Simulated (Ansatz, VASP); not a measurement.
One calculation of BN, two programs

```
CELL_PARAMETERS angstrom
2.34962 0.00000 0.00000
-1.17481 2.03483 0.00000
0.00000 0.00000 4.39593
ATOMIC_POSITIONS crystal
B 0.66667 0.33333 0.99972
B 0.33333 0.66667 0.49972
N 0.66667 0.33333 0.62528
N 0.33333 0.66667 0.12528
```

Change from the starting cell: strain -0.080 along x and y, +0.040 along z, atoms carried along.

Alike in both runs: task single point; functional PBEsol; k mesh 12 × 12 × 6; occupations gaussian, width 0.05 eV; no spin polarisation.

|  | VASP | Ansatz |
| --- | --- | --- |
| version | VASP 6.6.1 | Ansatz 0.2.0 |
| potentials or method | VASP PAW PBE potentials, release 64 (B, N), cutoff 520 eV | scalar-relativistic, plane waves, PAW |
| valence electrons in the cell | 16 | 16 |

```tsv
	VASP	Ansatz	Ansatz less VASP
gap on the k mesh at the Fermi level (eV)	4.13	4.15	+0.022
least direct gap on the mesh (eV)	4.84	4.85	+0.007
pressure (GPa)	62.2	61.2	-1.04
traceless stress, the component that is largest in VASP (GPa)	-98.98	-98.19	+0.783
rms of the force components (eV/Å)	0.245	0.225	-0.0199
```

VASP's potentials were made for PBE, not for PBEsol. Atom by atom the forces differ by 0.020 eV/Å (rms over components). Both programs put the cell under a high pressure, so it lies far from rest at this level. The functional is the same, so the differences come from potentials, cutoffs and numerics.

Noted on VASP's run: the cell as given lies far from equilibrium.
